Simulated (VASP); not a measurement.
## BeSe2: single point with PBE

Crystal: BeSe2.

```xyz
6
Lattice="3.6967 0.0000 0.0000 0.0000 3.6967 0.0000 0.0000 0.0000 10.4609" Properties=species:S:1:pos:R:3 pbc="T T T"
Be    1.8484    1.8484    0.0000
Be    0.0000    0.0000    0.0000
Se    1.8484    0.0000    9.1353
Se    0.0000    1.8484    1.3256
Se    1.8484    1.8484    5.2305
Se    0.0000    0.0000    5.2305
```

```json
{
  "Program": "VASP 6.6.1",
  "Task": "single point",
  "Functional": "PBE",
  "Potentials or basis": "VASP PAW PBE potentials, release 64 (Be, Se)",
  "Cutoff": "520 eV",
  "k mesh": "4 × 4 × 2",
  "Occupations": "gaussian, width 0.2 eV",
  "Spin": "no spin polarisation",
  "Dipole correction": "no",
  "Further INCAR settings": "ALGO = Normal; EDIFF = 1e-06; NBANDS = 23"
}
```

```yaml
Pressure: 0.3 GPa
Largest_force: 0.023 eV/Å
Band_gap_on_the_k_mesh: zero (band 14 reaches 3.25 eV, above the bottom of band 15 at 1.04 eV)
```

Forces on the atoms (eV/Å):
```
Be   0.000  0.000  0.000
Be   0.000  0.000  0.000
Se   0.000  0.000 -0.023
Se   0.000  0.000  0.023
Se   0.000  0.000  0.000
Se   0.000  0.000  0.000
```

Stress tensor (GPa, compression positive):
```
0.19 0.00 0.00
0.00 0.19 0.00
0.00 0.00 0.53
```

Levels at points of the mesh, in eV from the Fermi level:
| k point | band 12 | band 13 | band 14 | band 15 | band 16 | band 17 |
| --- | --- | --- | --- | --- | --- | --- |
| (0.00, 0.00, 0.00) | -0.66 | -0.66 | 1.23 | 2.44 | 3.26 | 3.62 |
| (0.50, 0.00, 0.00) | -1.79 | -1.67 | -1.67 | -0.98 | -0.98 | 4.01 |
| (0.50, 0.50, 0.00) | -3.13 | -1.27 | -1.27 | 3.64 | 3.64 | 5.06 |
| (0.00, 0.00, 0.50) | -0.65 | -0.65 | 1.23 | 2.43 | 3.27 | 3.92 |
| (0.50, 0.00, 0.50) | -1.67 | -1.53 | -1.53 | -0.98 | -0.98 | 3.97 |
| (0.50, 0.50, 0.50) | -3.12 | -1.29 | -1.29 | 3.50 | 3.50 | 5.28 |

Run time: 29 s on 1 thread of AMD EPYC 7R13 Processor (Zen 3), on a shared host, peak memory 0.2 GiB.

Caveat: the k points lie up to 0.42 Å⁻¹ apart; this functional lacks dispersion, which binds the layers, so the pressure and a relaxed spacing across them are unreliable.
